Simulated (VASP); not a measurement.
Crystal: HfO2.

```
Hf O
1.0
     5.21838    0.00000    0.00000
     0.00000    5.28741    0.00000
    -0.87550    0.00000    5.31613
Hf O
4 8
Direct
  0.27550 0.46030 0.70800
  0.72450 0.96030 0.79200
  0.72450 0.53970 0.29200
  0.27550 0.03970 0.20800
  0.07420 0.16840 0.84670
  0.92580 0.66840 0.65330
  0.92580 0.83160 0.15330
  0.07420 0.33160 0.34670
  0.44870 0.74190 0.98010
  0.55130 0.24190 0.51990
  0.55130 0.25810 0.01990
  0.44870 0.75810 0.48010
```

Base run:

| Item | Value |
| --- | --- |
| Program | VASP 6.6.1 |
| Functional | PBEsol |
| Potentials or basis | VASP PAW PBE potentials, release 64 (Hf_pv, O) |
| Cutoff | 520 eV |
| k mesh | 5 × 5 × 5 |
| Occupations | fermi-dirac, width 0.05 eV |
| Spin | no spin polarisation |

Its results: band gap on the k mesh 3.86 eV (least direct gap 3.94 eV); pressure -16.8 GPa; largest force 0.337 eV/Å.

**Question.** The run is repeated on the same cell with these changes: functional from PBEsol to r2SCAN. What comes out?

**Answer.** Band gap on the k mesh 4.45 eV (least direct gap 4.52 eV); pressure -15.9 GPa; largest force 0.347 eV/Å.

Caveats: the cell stands under tension; the PAW data sets were made with another functional, which shifts forces and pressure a little; spin-orbit coupling is left out, which moves the levels of the heavy elements.

A k mesh can miss the band edges.
